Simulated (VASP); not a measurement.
A run of VASP 6.6.1 is set up as follows.

The input INCAR:

```
PREC     = Accurate       # precision mode
ENCUT    = 520            # plane-wave cutoff, eV
EDIFF    = 1E-6           # SCF threshold, eV
ISMEAR   = -1             # smearing method
SIGMA    = 0.05           # smearing width, eV
LREAL    = False          # projectors in reciprocal space
LASPH    = True           # aspherical terms in the spheres
NELM     = 60             # most SCF steps
ALGO     = Normal         # electronic algorithm
ISIF     = 2              # what is computed and relaxed
LWAVE    = False          # write WAVECAR
LCHARG   = True           # write CHGCAR
GGA      = PS             # functional
LELF     = True           # ELF
LVHAR    = True         
NBANDS   = 22             # bands
```

The input KPOINTS:

```
Automatic mesh
0
Gamma
  8 8 4
```

Contents of POSCAR:

```
Bi
1.0
    3.2383762460      0.0000000000      0.0000000000
    0.0000000000      3.2216433200      0.0000000000
   -0.0804548793      0.0000000000      6.1861332367
Bi
2
Direct
    0.5442472500      0.0000000000      0.7495778900
    0.4557527500      0.0000000000      0.2504221100
```

Potentials or basis: VASP PAW PBE potentials, release 64 (Bi_d).

Run with:

```console
$ cat potpaw_PBE.64/Bi_d/POTCAR > POTCAR
$ mpirun -np 1 vasp_std > vasp.out
```

Problem. Estimate the band gap on the k mesh.

Solution. Zero (bands 15 and 16 overlap by 6.28 eV).

Problem. Predict the largest force.

Solution. 0.080 eV/Å.

Problem. Predict the pressure.

Solution. 1.9 GPa.

Forces on the atoms (eV/Å):
```
Bi   0.075  0.000  0.025
Bi  -0.075  0.000 -0.025
```

Caveat: the PAW data sets were made with another functional, which shifts forces and pressure a little; spin-orbit coupling is left out, which moves the levels of the heavy elements.
